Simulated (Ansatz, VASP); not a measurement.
**Co in VASP and in Ansatz**

File INCAR:

```
  ALGO = Normal
  EDIFF = 1E-7
  ENCUT = 520
  GGA = PE
  ISIF = 2
  ISMEAR = -1
  ISPIN = 2
  LASPH = T
  LCHARG = T
  LELF = T
  LMAXMIX = 4
  LORBIT = 11
  LREAL = F
  LVHAR = T
  LWAVE = F
  MAGMOM = 1.707 1.707 1.725 1.725
  NBANDS = 30
  NELM = 150
  PREC = Accurate
  SIGMA = 0.05
```

KPOINTS

```
k-points
0
Gamma
  16 16 5
```

Contents of POSCAR:

```
Co
1.0
    2.4267808389      0.0000000000      0.0000000000
   -1.2133904195      2.1016538559      0.0000000000
    0.0000000000      0.0000000000      7.8601985935
Co
4
Direct
    1.0000000000      0.0000000000      1.0000000000
    0.0000000000      0.0000000000      0.5000000000
    0.3333333333      0.6666666667      0.2500000000
    0.6666666667      0.3333333333      0.7500000000
```

Input for Ansatz:

```yaml
crystal:
  lattice:
    - [2.4267808389, 0.0, 0.0]
    - [-1.2133904195, 2.1016538559, 0.0]
    - [0.0, 0.0, 7.8601985935]
  atoms:
    - { symbol: Co, position: [1.0, 0.0, 1.0], spin: 1.707 }
    - { symbol: Co, position: [0.0, 0.0, 0.5], spin: 1.707 }
    - { symbol: Co, position: [0.3333333333, 0.6666666667, 0.25], spin: 1.725 }
    - { symbol: Co, position: [0.6666666667, 0.3333333333, 0.75], spin: 1.725 }
hamiltonian:
  xc: pbe
  pseudopotentials:
    kind: paw
    azcp:
      Co: "pseudopotentials/Co.paw.azcp"
basis:
  ecutwfc: 420
  fft_grid_basis: typed
kpoints:
  mp_grid: { grid: [16, 16, 5], shift: [0, 0, 0] }
magnetization:
  spin_polarized: true
scf:
  occupations: { method: fermi_dirac, width: 0.05 }
  lower_state_search: "off"
output:
  stress: true
  write_density: true
  write_potential: true
  elf: true
  volumetric_format: npy
```

Alike in both runs: task single point; functional PBE; k mesh 16 × 16 × 5; occupations fermi-dirac, width 0.05 eV; collinear spin.

```csv
,VASP,Ansatz
version,VASP 6.6.1,Ansatz 0.2.0
potentials or method,"VASP PAW PBE potentials, release 64 (Co), cutoff 520 eV","plane waves (420 eV) with PAW, scalar-relativistic"
valence electrons in the cell,36,68
```

Ansatz gave:

- pressure (GPa): 21.4
- traceless stress, the component that is largest in VASP (GPa): 0.58
- net moment per atom (μB): 1.57
- size of the moment on the site where the two differ most (μB): 1.65

Which values does VASP return?

Pressure (GPa): 20.2; traceless stress, the component that is largest in VASP (GPa): 0.57; net moment per atom (μB): 1.56; size of the moment on the site where the two differ most (μB): 1.58.

Site moments also hang on the region over which each program counts them. The functional is the same, so the differences come from potentials, cutoffs and numerics. VASP's potentials hold 36 valence electrons a cell and Ansatz's 68, so a difference there can come from the potentials and not from the codes.
